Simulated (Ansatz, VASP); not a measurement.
# One calculation of Ga, two programs

```xyz
4
Lattice="2.9079 0.0000 0.0000 -1.4540 2.5183 0.0000 0.0000 0.0000 9.7809" Properties=species:S:1:pos:R:3 pbc="T T T"
Ga    0.0000    0.0000    0.0000
Ga    0.0000    0.0000    4.8904
Ga    0.0000    1.6789    7.3357
Ga    1.4540    0.8394    2.4452
```

Alike in both runs: functional r2SCAN; k mesh 18 × 18 × 6; occupations gaussian, width 0.1 eV; no spin polarisation.

Ansatz relaxed the structure, and its values are those at the end. VASP's run is a single point on that final structure, the one shown.

|  | VASP | Ansatz |
| --- | --- | --- |
| version | VASP 6.6.1 | Ansatz 0.2.0 |
| potentials or method | VASP PAW PBE potentials, release 64 (Ga_d), cutoff 520 eV | scalar-relativistic, plane waves, PAW |
| valence electrons in the cell | 52 | 52 |

```tsv
	VASP	Ansatz	Ansatz less VASP
gap on the k mesh at the Fermi level (eV)	none	none	-
pressure (GPa)	0.0	0.0	-0.02
```

VASP's potentials were made for PBE, not for r2SCAN. A gap of «none» marks a metal or a gap that the smearing closes. With one functional, cell and mesh, what is left measures potentials, basis and numerics.
